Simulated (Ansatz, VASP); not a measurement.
## Tl2Hg in VASP and in Ansatz

The input INCAR:

```
SYSTEM = Tl2Hg
PREC = Accurate
ENCUT = 550
EDIFF = 1E-7
ISMEAR = 0
SIGMA = 0.1
LREAL = .FALSE.
LASPH = .TRUE.
NELM = 120
ALGO = Normal
ISIF = 3
LWAVE = .FALSE.
LCHARG = .FALSE.
GGA = PE
IBRION = 2
NSW = 90
EDIFFG = -0.04
GGA_COMPAT = .FALSE.
NELMIN = 4
```

File KPOINTS:

```
regular mesh
0
G
  4 4 4
  0 0 0
```

POSCAR

```
Tl2Hg
1.0
    0.0000000000      4.3791087457      4.3791087457
    4.3791087457      0.0000000000      4.3791087457
    4.3791087457      4.3791087457      0.0000000000
Tl Hg
4 2
Direct
    0.6250000000      0.6250000000      0.6250000000
    0.1250000000      0.6250000000      0.6250000000
    0.6250000000      0.6250000000      0.1250000000
    0.6250000000      0.1250000000      0.6250000000
    0.0000000000      0.0000000000      0.0000000000
    0.2500000000      0.2500000000      0.2500000000
```

Input for Ansatz:

```yaml
crystal:
  lattice:
    - [0.0, 4.3791087457, 4.3791087457]
    - [4.3791087457, 0.0, 4.3791087457]
    - [4.3791087457, 4.3791087457, 0.0]
  atoms:
    - { symbol: Tl, position: [0.625, 0.625, 0.625] }
    - { symbol: Tl, position: [0.125, 0.625, 0.625] }
    - { symbol: Tl, position: [0.625, 0.625, 0.125] }
    - { symbol: Tl, position: [0.625, 0.125, 0.625] }
    - { symbol: Hg, position: [0.0, 0.0, 0.0] }
    - { symbol: Hg, position: [0.25, 0.25, 0.25] }
basis:
  ecutwfc: 420
kpoints:
  mp_grid: { grid: [4, 4, 4] }
hamiltonian:
  xc: pbe
scf:
  occupations: { method: gaussian, width: 0.1 }
  lower_state_search: "off"
output:
  forces: true
  stress: true
  eigenvalues: true
relax:
  adjacent_minimum: "off"
  f_tol: 0.04
  max_steps: 70
  cell: { stress_tol: 0.4 }
```

Alike in both runs: task relaxation of cell and atoms; functional PBE; k mesh 4 × 4 × 4; occupations gaussian, width 0.1 eV; no spin polarisation.

|  | VASP | Ansatz |
| --- | --- | --- |
| version | VASP 6.6.1 | Ansatz 0.2.0 |
| potentials or method | VASP PAW PBE potentials, release 64 (Tl_d, Hg_sv_GW), cutoff 550 eV | scalar-relativistic, plane waves, PAW |
| valence electrons in the cell | 92 | 92 |

VASP gave:

* gap on the k mesh at the Fermi level, each at its own relaxed structure (eV): none
* relaxed volume (Å³/atom): 32.66
* relaxed length of the cell vector where the two differ most in proportion (Å): 6.520

**Question.** Estimate Ansatz's values.

**Answer.** gap on the k mesh at the Fermi level, each at its own relaxed structure (eV): none; relaxed volume (Å³/atom): 32.83; relaxed length of the cell vector where the two differ most in proportion (Å): 6.531.

A gap of «none» marks a metal or a gap that the smearing closes.

Neither program's run includes spin-orbit coupling. Noted on VASP's run: the volume moved by over 15 % at a fixed basis, so the end points are rough.
